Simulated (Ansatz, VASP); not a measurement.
One calculation of ZrSi2, two programs

```
CELL_PARAMETERS angstrom
1.85300 -7.36750 0.00000
1.85300 7.36750 0.00000
0.00000 0.00000 3.67200
ATOMIC_POSITIONS crystal
Zr 0.11275 0.90616 0.24571
Zr 0.88349 0.09733 0.74902
Si 0.75194 0.24788 0.26188
Si 0.24480 0.75004 0.77135
Si 0.44763 0.54987 0.25288
Si 0.55275 0.44957 0.74774
```

Change from the starting cell: atoms moved at random, drawn with an rms of 0.05 Å.

Alike in both runs: task single point; functional PBE; k mesh 7 × 7 × 7; occupations fermi-dirac, width 0.05 eV; no spin polarisation.

|  | VASP | Ansatz |
| --- | --- | --- |
| version | VASP 6.6.1 | Ansatz 0.2.0 |
| potentials or method | VASP PAW PBE potentials, release 64 (Zr_sv, Si) | Ansatz PAW |
| plane-wave cutoff (eV) | 520 | 420 |
| valence electrons in the cell | 40 | 40 |

|  | VASP | Ansatz | Ansatz less VASP |
| --- | --- | --- | --- |
| gap on the k mesh at the Fermi level (eV) | none | none | - |
| pressure (GPa) | 1.2 | 1.2 | -0.02 |
| traceless stress, the component that is largest in VASP (GPa) | -1.24 | -1.26 | -0.017 |
| rms of the force components (eV/Å) | 0.282 | 0.283 | +0.0012 |

Atom by atom the forces differ by 0.004 eV/Å (rms over components). A gap of «none» marks a metal or a gap that the smearing closes.
